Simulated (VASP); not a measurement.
Set up this calculation in VASP 6.6.1, as the native input.

```yaml
Task: single point
Functional: r2SCAN
Potentials_or_basis: VASP PAW PBE potentials, release 64 (Mg_sv, O)
Cutoff: 660 eV
k_mesh: 10 × 10 × 10
Occupations: gaussian, width 0.01 eV
Spin: no spin polarisation
Dipole_correction: no
Second_run: valence_matched
Further_INCAR_settings: ALGO = Normal; EDIFF = 1e-06; NBANDS = 15
```

MgO:

```
CELL_PARAMETERS angstrom
-0.04078 2.10217 2.10217
2.10217 -0.04078 2.10217
2.06139 2.06139 0.00000
ATOMIC_POSITIONS crystal
Mg 0.00000 0.00000 0.00000
O 0.50000 0.50000 0.50000
```

This cell differs from its parent crystal: shear xy strain -3.9%.

One way to write it, as run:

POSCAR

```
MgO
1.0
   -0.0407820479      2.1021674168      2.1021674168
    2.1021674168     -0.0407820479      2.1021674168
    2.0613853690      2.0613853690      0.0000000000
Mg O
1 1
Direct
    0.0000000000      0.0000000000      0.0000000000
    0.5000000000      0.5000000000      0.5000000000
```

INCAR.step1

```
SYSTEM = MgO
PREC = Accurate ; ENCUT = 660
ISMEAR = 0 ; SIGMA = 0.01
LREAL = .False. ; LASPH = .True.
NELM = 120 ; NBANDS = 15
GGA = PE ; ALGO = Normal
EDIFF = 1E-5 ; LWAVE = .True.
LCHARG = .False. ; GGA_COMPAT = .False.
```

INCAR.step2

```
SYSTEM = MgO
PREC = Accurate ; ENCUT = 660
EDIFF = 1E-6 ; ISMEAR = 0
SIGMA = 0.01 ; LREAL = .False.
LASPH = .True. ; NELM = 120
ALGO = Normal ; ISIF = 2
LWAVE = .False. ; LCHARG = .False.
METAGGA = R2SCAN ; LMIXTAU = .True.
NBANDS = 15 ; ISTART = 1
GGA_COMPAT = .False.
```

KPOINTS

```
regular mesh
0
Gamma
  10 10 10
  0 0 0
```

Potentials or basis: VASP PAW PBE potentials, release 64 (Mg_sv, O).

Run with:

```bash
$ cat potpaw_PBE.64/Mg_sv/POTCAR potpaw_PBE.64/O/POTCAR > POTCAR
$ cp INCAR.step1 INCAR
$ mpirun -np 1 vasp_std > vasp.out
$ cp INCAR.step2 INCAR
$ mpirun -np 1 vasp_std > vasp.out
```

It gave:

```
Pressure               : -0.1 GPa
Band gap on the k mesh : 5.54 eV, direct
```

Caveat: the cell differs from its parent crystal (shear xy strain -3.9%); the PAW data sets were made with another functional, which shifts forces and pressure a little.

Wall time 3.3 min on 1 thread of Intel(R) Xeon(R) Platinum 8259CL CPU @ 2.50GHz (Skylake/Cascade Lake) (shared host), peak memory 0.2 GiB.
